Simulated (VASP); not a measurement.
Write the native input for VASP 6.6.1 that does the following.

| Quantity | Value |
| --- | --- |
| Task | single point |
| Functional | PBE |
| Potentials or basis | VASP PAW PBE potentials, release 64 (Re, Bi_d) |
| Cutoff | 520 eV |
| k mesh | 10 × 10 × 6 |
| Occupations | gaussian, width 0.05 eV |
| Spin | no spin polarisation |
| Dipole correction | no |
| Further INCAR settings | ALGO = Fast; EDIFF = 1e-06; NBANDS = 30 |

The structure of ReBi lies in POSCAR:

```
ReBi
1.0
    4.7101882409      0.0000000000      0.0000000000
   -2.3550941204      4.0791426732      0.0000000000
    0.0000000000      0.0000000000      5.0706052437
Re Bi
2 2
Direct
    0.0000000000      0.0000000000      0.0000000000
    0.0000000000      0.0000000000      0.5000000000
    0.3333333333      0.6666666667      0.2500000000
    0.6666666667      0.3333333333      0.7500000000
```

The input as run:

INCAR

```
ALGO = Fast
EDIFF = 1E-6
ENCUT = 520
GGA = PE
ISIF = 2
ISMEAR = 0
LASPH = True
LCHARG = False
LREAL = False
LWAVE = False
NBANDS = 30
NELM = 60
PREC = Accurate
SIGMA = 0.05
```

KPOINTS

```
k-points
0
Gamma
  10 10 6
```

Potentials or basis: VASP PAW PBE potentials, release 64 (Re, Bi_d).

The run is started by

```sh
$ cat potpaw_PBE.64/Re/POTCAR potpaw_PBE.64/Bi_d/POTCAR > POTCAR
$ mpirun -np 1 vasp_std > vasp.out
```

It gave:

| Quantity | Value |
| --- | --- |
| Pressure | -6.9 GPa |
| Band gap on the k mesh | zero (bands 22 and 23 overlap by 1.53 eV) |

Caveat: the cell stands under tension; spin-orbit coupling is left out, which moves the levels of the heavy elements.

Wall time 2.1 min on 1 thread of Intel(R) Xeon(R) 6975P-C (Granite Rapids), on a shared host, peak memory 0.31 GiB.
